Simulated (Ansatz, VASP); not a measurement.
**Two plane-wave programs on Sr2SO**

```
CELL_PARAMETERS angstrom
4.24540 0.00000 0.00000
0.00000 4.24540 0.00000
0.00000 0.00000 5.71800
ATOMIC_POSITIONS crystal
Sr 0.00000 0.00000 0.00000
Sr 0.50000 0.50000 0.50000
S 0.00000 0.00000 0.50000
O 0.50000 0.50000 0.00000
```

Change from the starting cell: strain +0.050 along x and y, +0.000 along z, atoms carried along.

Alike in both runs: task single point; functional LDA; k mesh 8 × 8 × 6; occupations gaussian, width 0.05 eV; no spin polarisation.

|  | VASP | Ansatz |
| --- | --- | --- |
| version | VASP 6.6.1 | Ansatz 0.2.0 |
| potentials or method | VASP PAW LDA potentials, release 64 (Sr_sv, S, O), cutoff 520 eV | scalar-relativistic, plane waves, PAW |
| valence electrons in the cell | 32 | 32 |

VASP gave:

```
gap on the k mesh at the Fermi level (eV)                     : 2.18
least direct gap on the mesh (eV)                             : 2.18
pressure (GPa)                                                : -8.1
traceless stress, the component that is largest in VASP (GPa) : 1.76
```

Estimate Ansatz's values.

gap on the k mesh at the Fermi level (eV): 2.21; least direct gap on the mesh (eV): 2.21; pressure (GPa): -8.3; traceless stress, the component that is largest in VASP (GPa): 1.68.

LDA's correlation is that of Perdew and Zunger in VASP and of Perdew and Wang (1992) in Ansatz.
